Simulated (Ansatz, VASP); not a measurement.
One calculation of MgO, two programs

```
Mg O
1.0
     0.00000    2.12298    2.12298
     2.12298    0.00000    2.12298
     2.12298    2.12298    0.00000
Mg O
1 1
Direct
  0.00000 0.00000 0.00000
  0.50000 0.50000 0.50000
```

Alike in both runs: task single point; functional r2SCAN; k mesh 10 × 10 × 10; occupations gaussian, width 0.02 eV; no spin polarisation.

|  | VASP | Ansatz |
| --- | --- | --- |
| version | VASP 6.6.1 | Ansatz 0.2.0 |
| potentials or method | VASP PAW PBE potentials, release 64 (Mg_sv, O), cutoff 660 eV | scalar-relativistic, plane waves, PAW |
| valence electrons in the cell | 16 | 16 |

```csv
,VASP,Ansatz,Ansatz less VASP
gap on the k mesh at the Fermi level (eV),5.42,5.39,-0.029
least direct gap on the mesh (eV),5.42,5.39,-0.029
pressure (GPa),-4.7,-4.6,+0.10
```

VASP's potentials were made for PBE, not for r2SCAN.
